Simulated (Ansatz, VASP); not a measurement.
# TiS2: VASP beside Ansatz

```
Ti S
1.0
     3.41200    0.00000    0.00000
    -1.70600    2.95488    0.00000
     0.00000    0.00000    5.69500
Ti S
1 2
Direct
  0.00000 0.00000 0.00000
  0.33333 0.66667 0.25000
  0.66667 0.33333 0.75000
```

Alike in both runs: task relaxation of cell and atoms; functional PBE; dispersion D3(BJ); k mesh 15 × 15 × 8; occupations gaussian, width 0.1 eV; no spin polarisation.

|  | VASP | Ansatz |
| --- | --- | --- |
| version | VASP 6.6.1 | Ansatz 0.2.0 |
| potentials or method | VASP PAW PBE potentials, release 64 (Ti_sv, S), cutoff 500 eV | scalar-relativistic, plane waves, PAW |
| valence electrons in the cell | 24 | 24 |

```tsv
	VASP	Ansatz	Ansatz less VASP
gap on the k mesh at the Fermi level, each at its own relaxed structure (eV)	none	none	-
relaxed volume (Å³/atom)	17.97	18.00	+0.025
relaxed cell length with the largest relative difference (Å)	3.359	3.361	+0.0017
```

A gap of «none» marks a metal or a gap that the smearing closes.
